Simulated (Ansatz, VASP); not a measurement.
One calculation of BiSb2O2, two programs

```
Sb Bi O
1.0
     5.60485    0.00000    0.00000
    -2.80242    4.85394    0.00000
     0.00000    0.00000    5.85248
Sb Bi O
2 1 2
Cartesian
  0.0000 3.2360 0.0000
  2.8024 1.6180 0.0000
  0.0000 0.0000 0.0000
  0.0000 0.0000 2.2590
  0.0000 0.0000 3.5934
```

Alike in both runs: functional PBE; k mesh 6 × 6 × 4; occupations gaussian, width 0.1 eV; no spin polarisation.

Ansatz relaxed the structure, and its values are those at the end. VASP's run is a single point on that final structure, the one shown.

|  | VASP | Ansatz |
| --- | --- | --- |
| version | VASP 6.6.1 | Ansatz 0.2.0 |
| potentials or method | VASP PAW PBE potentials, release 64 (Sb, Bi_d, O), cutoff 520 eV | scalar-relativistic, plane waves, PAW |
| valence electrons in the cell | 37 | 57 |

Ansatz gave:

* gap on the k mesh at the Fermi level (eV): none
* pressure (GPa): 0.1
* rms of the force components (eV/Å): 0.003

Estimate VASP's values.

gap on the k mesh at the Fermi level (eV): none; pressure (GPa): 0.2; rms of the force components (eV/Å): 0.135.

A gap of «none» marks a metal or a gap that the smearing closes. One of these differences is far larger than is usual between the two programs; its cause wasn't traced. VASP's potentials hold 37 valence electrons a cell and Ansatz's 57, so a difference there can come from the potentials and not from the codes.

Neither program's run includes spin-orbit coupling.
